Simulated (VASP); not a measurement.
P:

```xyz
2
Lattice="0.0000 2.4571 5.1320 1.5090 0.0000 5.1320 1.5090 2.4571 0.0000" Properties=species:S:1:pos:R:3 pbc="T T T"
P     1.5090    2.4571    8.9211
P     1.5090    2.4571    1.3429
```

| Property | Result |
| --- | --- |
| Program | VASP 6.6.1 |
| Task | relaxation of cell and atoms |
| Functional | PBE |
| Potentials or basis | VASP PAW PBE potentials, release 64 (P) |
| Cutoff | 600 eV |
| k mesh | 6 × 6 × 6 |
| Occupations | gaussian, width 0.1 eV |
| Spin | no spin polarisation |

At the start: pressure -15.2 GPa; volume 19.03 Å³/atom.

Question: Where does the relaxation end?

Answer: Over 19 steps the energy falls by 436.6 meV/atom and the volume is 17.15 Å³/atom (-9.9 %); space group Fmmm (No. 69, to 0.1 Å) before and after.

Step by step:
```
step  energy change (eV)  largest force (eV/Å)  pressure (GPa)  volume (Å³)
   1              0.0000                0.6036          -15.19        38.06
   2             -0.5718                0.5853            0.64        28.96
   3             -0.5718                0.5820            0.81        28.91
   4             -0.5986                0.3229            1.37        28.94
   5             -0.6034                0.0976            1.87        28.95
   6             -0.6216                0.1400            1.15        29.41
   7             -0.7243                0.5439            0.60        30.71
   8             -0.8571                0.0474           -0.73        33.30
   9             -0.8654                0.1370           -0.46        34.01
  10             -0.8654                0.2955           -0.17        34.45
  11             -0.8097                0.7915           -1.61        34.88
  12             -0.8706                0.1493           -0.82        34.57
  13             -0.8711                0.0878           -0.71        34.55
  14             -0.8711                0.0564           -0.66        34.54
  15             -0.8714                0.1221            1.09        33.97
  16             -0.8724                0.0320            0.23        34.24
  17             -0.8729                0.0207           -0.07        34.31
  18             -0.8729                0.0356           -0.17        34.33
  19             -0.8733                0.0042           -0.03        34.30
```

Final structure:
```yaml
crystal:
  lattice:
    - [0.00000, 2.30629, 5.52337]
    - [1.34636, 0.00000, 5.52337]
    - [1.34636, 2.30629, 0.00000]
  atoms:
    - { symbol: P, position: [0.90106, 0.90106, 0.09894] }
    - { symbol: P, position: [0.09894, 0.09894, 0.90106] }
```

Caveat: the k points lie up to 0.46 Å⁻¹ apart in the final cell, too coarse for converged energies and pressures of a metal.
